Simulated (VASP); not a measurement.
# ZnS: single point with r2SCAN

ZnS:

```
Zn S
1.0
     3.80622    0.00000    0.00000
    -1.90311    3.29628    0.00000
     0.00000    0.00000    6.24656
Zn S
2 2
Direct
  0.33333 0.66667 0.00540
  0.66667 0.33333 0.50540
  0.33333 0.66667 0.37960
  0.66667 0.33333 0.87960
```

```yaml
Program: VASP 6.6.1
Task: single point
Functional: r2SCAN
Potentials_or_basis: VASP PAW PBE potentials, release 64 (Zn, S)
Cutoff: 520 eV
k_mesh: 12 × 12 × 6
Occupations: fermi-dirac, width 0.05 eV
Spin: no spin polarisation
Dipole_correction: no
Further_INCAR_settings: ALGO = Normal; EDIFF = 1e-07; NBANDS = 26
```

The pressure is 0.0 GPa. The band gap on the k mesh is 2.79 eV.

Forces on the atoms (eV/Å):
```
Zn   0.000  0.000  0.003
Zn   0.000  0.000  0.003
S    0.000  0.000 -0.003
S    0.000  0.000 -0.003
```

Levels at points of the mesh, in eV from the valence-band top:
| k point | band 15 | band 16 | band 17 | band 18 | band 19 | band 20 | band 21 | band 22 |
| --- | --- | --- | --- | --- | --- | --- | --- | --- |
| (0.00, 0.00, 0.00) | -0.92 | -0.09 | 0.00 | 0.00 | 2.79 | 3.62 | 6.80 | 6.80 |
| (0.50, 0.00, 0.00) | -3.35 | -2.31 | -1.73 | -0.91 | 4.05 | 4.77 | 5.45 | 7.37 |
| (0.00, 0.00, 0.50) | -0.48 | -0.48 | -0.48 | -0.48 | 4.11 | 4.11 | 7.26 | 7.26 |
| (0.50, 0.00, 0.50) | -1.68 | -1.68 | -1.66 | -1.66 | 3.96 | 3.96 | 5.66 | 5.66 |

Wall time 5.1 min on 1 thread of AMD EPYC 9R45 96-Core Processor (Zen 5), with other jobs on the host, peak memory 0.26 GiB.

Caveat: the PAW data sets were made with another functional, which shifts forces and pressure a little. A k mesh can miss the band edges.
